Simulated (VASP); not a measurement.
# K2WF (P-4m2) in VASP: single point with PBE

Aim: the single point of K2WF with PBE.

All numbers are computed with VASP 6.6.1; they aren't measurements. Logs are shortened: lines on timing, memory, paths and dates and some standing lists are left out, and cuts for length are marked.

### 1 The cell of the first run

It takes space group P-4m2 (No. 115, tetragonal). Conventional cell: a = 2.937 Å, b = 2.937 Å, c = 10.168 Å, α = 90.00°, β = 90.00°, γ = 90.00°. Within 3.2 Å of K (site symmetry 2mm) lie 2 F at 2.42 Å and 4 K at 2.94 Å. W (site symmetry -4m2) has 4 W at 2.94 Å and 4 K at 3.48 Å within 3.9 Å. Within 3.2 Å of F (site symmetry -4m2) lie 4 K at 2.42 Å and 4 F at 2.94 Å.

### 2 Single point, PBE, collinear spin, ferromagnetic start

File INCAR:

```
PREC     = Accurate       # precision mode
ENCUT    = 520            # plane-wave cutoff, eV
EDIFF    = 1E-6           # SCF threshold, eV
ISMEAR   = 0              # smearing method
SIGMA    = 0.1            # smearing width, eV
LREAL    = F              # projectors in reciprocal space
LASPH    = T              # aspherical terms in the spheres
NELM     = 150            # most SCF steps
ALGO     = Normal         # electronic algorithm
ISIF     = 2              # what is computed and relaxed
LWAVE    = F              # write WAVECAR
LCHARG   = F              # write CHGCAR
ISPIN    = 2              # spin polarisation
MAGMOM   = 0 0 0.12 0     # initial moments
LORBIT   = 11             # projections on sites
LMAXMIX  = 4              # l up to which the mixer works
GGA      = PE             # functional
NBANDS   = 32             # bands
```

File KPOINTS:

```
Automatic mesh
0
Gamma
  4 4 4
```

File POSCAR:

```
K2WF
1.0
    2.9368958882      0.0000000000      0.0000000000
    0.0000000000      2.9368958882      0.0000000000
    0.0000000000      0.0000000000     10.1681134667
K W F
2 1 1
Direct
    0.0000000000      0.5000000000      0.1892530781
    0.5000000000      0.0000000000      0.8107469219
    0.5000000000      0.5000000000      0.5000000000
    0.0000000000      0.0000000000      0.0000000000
```

Potentials or basis: VASP PAW PBE potentials, release 64 (K_sv, W_sv, F).

The run is started by

```
$ cat potpaw_PBE.64/K_sv/POTCAR potpaw_PBE.64/W_sv/POTCAR potpaw_PBE.64/F/POTCAR > POTCAR
$ mpirun -np 1 vasp_std > vasp.out
```

OUTCAR:

```text
PREC = Accurate
   ENCUT = 520
   EDIFF = 1E-6
   ISMEAR = 0
   LREAL = F
   LASPH = T
   NELM = 150
   ISIF = 2
   ISPIN = 2
   LORBIT = 11
   GGA = PE

 ion  position               nearest neighbor table
   1  0.000  0.500  0.189-   4 2.42   4 2.42   3 3.48   3 3.48
   2  0.500  0.000  0.811-   4 2.42   4 2.42   3 3.48   3 3.48
   3  0.500  0.500  0.500-   1 3.48   2 3.48   2 3.48   1 3.48
   4  0.000  0.000  0.000-   1 2.42   2 2.42   1 2.42   2 2.42

  LATTYP: Found a simple tetragonal cell.
 ALAT       =     2.9368958882
 C/A-ratio  =     3.4621974540

  Lattice vectors:

 A1 = (   2.9368958882,   0.0000000000,   0.0000000000)
 A2 = (   0.0000000000,   2.9368958882,   0.0000000000)
 A3 = (   0.0000000000,   0.0000000000,  10.1681134667)

Analysis of symmetry for initial positions (statically):
=====================================================================
 Subroutine PRICEL returns:
 Original cell was already a primitive cell.

 Routine SETGRP: Setting up the symmetry group for a
 simple tetragonal supercell.

 Subroutine GETGRP returns: Found  8 space group operations
 (whereof  8 operations were pure point group operations)
 out of a pool of 16 trial point group operations.

The static configuration has the point symmetry D_2d.

Analysis of symmetry for dynamics (positions and initial velocities):
=====================================================================
 Subroutine PRICEL returns:
 Original cell was already a primitive cell.

 Routine SETGRP: Setting up the symmetry group for a
 simple tetragonal supercell.

 Subroutine GETGRP returns: Found  8 space group operations
 (whereof  8 operations were pure point group operations)
 out of a pool of 16 trial point group operations.

The dynamic configuration has the point symmetry D_2d.

Analysis of structural, dynamic, and magnetic symmetry:
=====================================================================
 Subroutine PRICEL returns:
 Original cell was already a primitive cell.

 Routine SETGRP: Setting up the symmetry group for a
 simple tetragonal supercell.

 Subroutine GETGRP returns: Found  8 space group operations
 (whereof  8 operations were pure point group operations)
 out of a pool of 16 trial point group operations.

The overall configuration has the point symmetry D_2d.

 Subroutine INISYM returns: Found  8 space group operations
 (whereof  8 operations are pure point group operations),
 and found     1 'primitive' translations

----------------------------------------------------------------------------------------

                                     Primitive cell

  volume of cell :      87.7036

  direct lattice vectors                    reciprocal lattice vectors
     2.936895888  0.000000000  0.000000000     0.340495557  0.000000000  0.000000000
     0.000000000  2.936895888  0.000000000     0.000000000  0.340495557  0.000000000
     0.000000000  0.000000000 10.168113467     0.000000000  0.000000000  0.098346660

  length of vectors
     2.936895888  2.936895888 10.168113467     0.340495557  0.340495557  0.098346660

  position of ions in fractional coordinates (direct lattice)
     0.000000000  0.500000000  0.189253078
     0.500000000  0.000000000  0.810746922
     0.500000000  0.500000000  0.500000000
     0.000000000  0.000000000  0.000000000

  ion indices of the primitive-cell ions
   primitive index   ion index
                 1           1
                 2           2
                 3           3
                 4           4

----------------------------------------------------------------------------------------

 KPOINTS: Automatic mesh

Automatic generation of k-mesh.
 Grid dimensions read from file:
 generate k-points for:    4    4    4

 Generating k-lattice:

  Cartesian coordinates                     Fractional coordinates (reciprocal lattice)
     0.085123889  0.000000000  0.000000000     0.250000000  0.000000000  0.000000000
     0.000000000  0.085123889  0.000000000     0.000000000  0.250000000  0.000000000
     0.000000000  0.000000000  0.024586665     0.000000000  0.000000000  0.250000000

  Length of vectors
     0.085123889  0.085123889  0.024586665

  Shift w.r.t. Gamma in fractional coordinates (k-lattice)
     0.000000000  0.000000000  0.000000000

 Subroutine IBZKPT returns following result:
 ===========================================

 Found     18 irreducible k-points:

 Following reciprocal coordinates:
            Coordinates               Weight
  0.000000  0.000000  0.000000      1.000000
  0.250000  0.000000  0.000000      4.000000
  0.500000  0.000000  0.000000      2.000000
  0.250000  0.250000  0.000000      4.000000
  0.500000  0.250000  0.000000      4.000000
  0.500000  0.500000  0.000000      1.000000
[... 10 lines left out ...]
  0.500000  0.250000  0.500000      4.000000
  0.500000  0.500000  0.500000      1.000000
   k-points           NKPTS =     18   k-points in BZ     NKDIM =     18   number of bands    NBANDS=     32
   number of dos      NEDOS =    301   number of ions     NIONS =      4
   total plane-waves  NPLWV =  46080
   dimension x,y,z NGX =    24 NGY =   24 NGZ =   80
   dimension x,y,z NGXF=    48 NGYF=   48 NGZF=  160
   ions per type =               2   1   1
   NGX,Y,Z   is equivalent  to a cutoff of  13.59, 13.59, 13.08 a.u.
   NGXF,Y,Z  is equivalent  to a cutoff of  27.17, 27.17, 26.16 a.u.
 SYSTEM =  unknown system
   PREC   = accura    normal or accurate (medium, high low for compatibility)
   ISTART =      0    job   : 0-new  1-cont  2-samecut
   ICHARG =      2    charge: 1-file 2-atom 10-const
   ISPIN  =      2    spin polarized calculation?
   LNONCOLLINEAR =      F non collinear calculations
   LSORBIT =      F    spin-orbit coupling
   LASPH  =      T    aspherical Exc in radial PAW
   ENCUT  =  520.0 eV  38.22 Ry    6.18 a.u.   5.46  5.46 18.91*2*pi/ulx,y,z
   NELM   =    150;   NELMIN=  2; NELMDL= -5     # of ELM steps
   EDIFF  = 0.1E-05   stopping-criterion for ELM
   LREAL  =      F    real-space projection
   EDIFFG = 0.1E-04   stopping-criterion for IOM
   NSW    =      0    number of steps for IOM
   IBRION =     -1    ionic relax: 0-MD 1-quasi-New 2-CG
   NFREE  =      0    steps in history (QN), initial steepest desc. (CG)
   ISIF   =      2    stress and relaxation
   ISYM   =      2    0-nonsym 1-usesym 2-fastsym
   POTIM  = 0.5000    time-step for ionic-motion
   TEBEG  =    0.0;   TEEND  =   0.0 temperature during run
   PSTRESS=    0.0 pullay stress
   NELECT =      39.0000    total number of electrons
   NUPDOWN=      -1.0000    fix difference up-down
   EMIN   =  10.00;   EMAX   =-10.00  energy-range for DOS
   EFERMI =   0.00;   METHOD = LEGACY
   ISMEAR =     0;   SIGMA  =   0.10  broadening in eV -4-tet -1-fermi 0-gaus
   EFERMI_NEDOS =   21; number of points for ismear=-14 and -15
   IALGO  =     38    algorithm
   IMIX   =      4    mixing-type and parameters
     AMIX     =   0.40;   BMIX     =  1.00
     AMIX_MAG =   1.60;   BMIX_MAG =  1.00
  volume/ion in A,a.u.               =      21.93       147.96
  Fermi-wavevector in a.u.,A,eV,Ry     =   1.249560  2.361326 21.244148  1.561401
  Thomas-Fermi vector in A             =   2.383595
   LORBIT       =     11    0 simple, 1 ext, 2 COOP (PROOUT), +10 PAW based schemes
   GGA     = PE    functional components
   LHFCALC =     F    Hartree Fock is set to
   AEXX    =    0.0000 exact exchange contribution
   IVDW    =     0    specifies the selected vdW correction
   LEPSILON=     F    determine dielectric tensor
   LRPA    =     F    only Hartree local field effects (RPA)
 spin polarized calculation
 Gauss-broadening in eV      SIGMA  =   0.10
  energy-cutoff  :      520.00
  volume of cell :       87.70
 maximum number of plane-waves:      2390
 NGX is ok and might be reduce to    24
   NGX = 11   NGY = 11   NGZ = 37

 number of electron      39.0000002 magnetization       0.1241577

 Free energy of the ion-electron system (eV)
  ---------------------------------------------------
  ext. energy  EPLUGINS =         0.00000000
  ---------------------------------------------------
  free energy    TOTEN  =       -17.06536663 eV

  energy without entropy =      -17.05813841  energy(sigma->0) =      -17.06175252

 E-fermi :   3.2320     XC(G=0):  -9.4273

 val. band max:        3.2319121133   @ k =   0.2500   0.2500   0.0000
 cond. band min:       3.5049326883   @ k =   0.5000   0.2500   0.0000
 fundamental gap:      0.2730205749
 Fermi energy:         3.2320228490

 spin component 1

 k-point     1 :       0.0000    0.0000    0.0000
  band No.  band energies     occupation
      1     -70.7266      1.00000
      2     -34.8465      1.00000
      3     -34.6219      1.00000
      4     -34.6219      1.00000
      5     -28.5527      1.00000
      6     -28.5240      1.00000
[... 23 lines left out ...]
     30      12.2262      0.00000
     31      12.2345      0.00000

 k-point     2 :       0.2500    0.0000    0.0000
  band No.  band energies     occupation
      1     -70.7150      1.00000
      2     -34.8440      1.00000
      3     -34.8243      1.00000
      4     -34.6037      1.00000
      5     -28.4014      1.00000
      6     -28.3800      1.00000
[... 23 lines left out ...]
     30      10.6203      0.00000
     31      11.8640      0.00000

 k-point     3 :       0.5000    0.0000    0.0000
  band No.  band energies     occupation
      1     -70.7034      1.00000
      2     -35.0592      1.00000
      3     -34.8020      1.00000
      4     -34.5854      1.00000
      5     -28.2409      1.00000
      6     -28.2301      1.00000
[... 499 lines left out ...]
     30      10.3347      0.00000
     31      10.8013      0.00000

 k-point    18 :       0.5000    0.5000    0.5000
  band No.  band energies     occupation
      1     -70.6805      1.00000
      2     -35.0100      1.00000
      3     -35.0099      1.00000
      4     -34.7596      1.00000
      5     -27.9533      1.00000
      6     -27.9533      1.00000
[... 23 lines left out ...]
     30      11.0359      0.00000
     31      12.5947      0.00000
 Fermi energy:         3.2320228490

 spin component 2

 k-point     1 :       0.0000    0.0000    0.0000
  band No.  band energies     occupation
      1     -70.6817      1.00000
      2     -34.8332      1.00000
      3     -34.5428      1.00000
      4     -34.5428      1.00000
      5     -28.5538      1.00000
      6     -28.5252      1.00000
[... 23 lines left out ...]
     30      12.2219      0.00000
     31      12.2235      0.00000

 k-point     2 :       0.2500    0.0000    0.0000
  band No.  band energies     occupation
      1     -70.6703      1.00000
      2     -34.8112      1.00000
      3     -34.7625      1.00000
      4     -34.5246      1.00000
      5     -28.4025      1.00000
      6     -28.3811      1.00000
[... 23 lines left out ...]
     30      10.6194      0.00000
     31      11.8619      0.00000

 k-point     3 :       0.5000    0.0000    0.0000
  band No.  band energies     occupation
      1     -70.6588      1.00000
      2     -34.9754      1.00000
      3     -34.7891      1.00000
      4     -34.5063      1.00000
      5     -28.2420      1.00000
      6     -28.2312      1.00000
[... 499 lines left out ...]
     30      10.3593      0.00000
     31      10.8089      0.00000

 k-point    18 :       0.5000    0.5000    0.5000
  band No.  band energies     occupation
      1     -70.6362      1.00000
      2     -34.9261      1.00000
      3     -34.9261      1.00000
      4     -34.7470      1.00000
      5     -27.9544      1.00000
      6     -27.9544      1.00000
[... 23 lines left out ...]
     30      11.0091      0.00000
     31      12.6144      0.00000
 [bands above 31 left out]

------------------------ aborting loop because EDIFF is reached ----------------------------------------

  FORCE on cell =-STRESS in cart. coord.  units (eV):
  Direction    XX          YY          ZZ          XY          YZ          ZX
  --------------------------------------------------------------------------------------
  -------------------------------------------------------------------------------------
  Total        0.1210339      0.1210339      0.3469542      0.0000000      0.0000000      0.0000000
  in kB        2.2110578      2.2110578      6.3381899      0.0000000      0.0000000      0.0000000
  external PRESSURE =       3.5867685 kB  Pullay stress =       0.0000000 kB

 VOLUME and BASIS-vectors are now :
 -----------------------------------------------------------------------------
  energy-cutoff  :      520.00
  volume of cell :       87.70
      direct lattice vectors                 reciprocal lattice vectors
     2.936895888  0.000000000  0.000000000     0.340495557  0.000000000  0.000000000
     0.000000000  2.936895888  0.000000000     0.000000000  0.340495557  0.000000000
     0.000000000  0.000000000 10.168113467     0.000000000  0.000000000  0.098346660

 POSITION                                       TOTAL-FORCE (eV/Angst)
 -----------------------------------------------------------------------------------
      0.00000      1.46845      1.92435         0.000000     -0.000000      0.040319
      1.46845      0.00000      8.24377         0.000000     -0.000000     -0.040319
      1.46845      1.46845      5.08406         0.000000      0.000000     -0.000000
      0.00000      0.00000      0.00000         0.000000     -0.000000     -0.000000
 -----------------------------------------------------------------------------------
    total drift:                                0.000000      0.000000      0.000000

  FREE ENERGIE OF THE ION-ELECTRON SYSTEM (eV)
  ---------------------------------------------------
  free  energy   TOTEN  =       -17.0653666302 eV

  energy  without entropy=      -17.0581384123  energy(sigma->0) =      -17.06175252

 total charge

# of ion       s       p       d       tot
------------------------------------------
    1        1.976   5.595   0.063   7.634
    2        1.976   5.595   0.063   7.634
    3        2.436   6.099   3.123  11.657
    4        1.735   4.373   0.000   6.108
--------------------------------------------------
tot          8.124  21.662   3.248  33.033

 magnetization (x)

# of ion       s       p       d       tot
------------------------------------------
    1       -0.000  -0.000  -0.001  -0.001
    2       -0.000  -0.000  -0.001  -0.001
    3        0.001   0.009   0.094   0.104
    4       -0.000  -0.000   0.000  -0.000
--------------------------------------------------
tot          0.001   0.008   0.093   0.102
```

It used 260 s of CPU time on 1 thread of AMD EPYC 7R13 Processor (Zen 3), on a shared host.

What came out:

| Quantity | Value |
| --- | --- |
| Free energy | -17.0654 eV |
| Pressure | 0.4 GPa |
| Largest force | 0.040 eV/Å |
| Net moment | 0.12 μB per cell |
| Site moments | K -0.00; W +0.10; F -0.00 μB |
| Valence electrons inside the program's atomic spheres | K 7.63; W 11.66; F 6.11 |

Forces in eV/Å, atoms in the order of the input:
```
K    0.000  0.000  0.040
K    0.000  0.000 -0.040
W    0.000  0.000  0.000
F    0.000  0.000  0.000
```

Caveat: the k points lie up to 0.53 Å⁻¹ apart; spin-orbit coupling is left out, which moves the levels of the heavy elements.
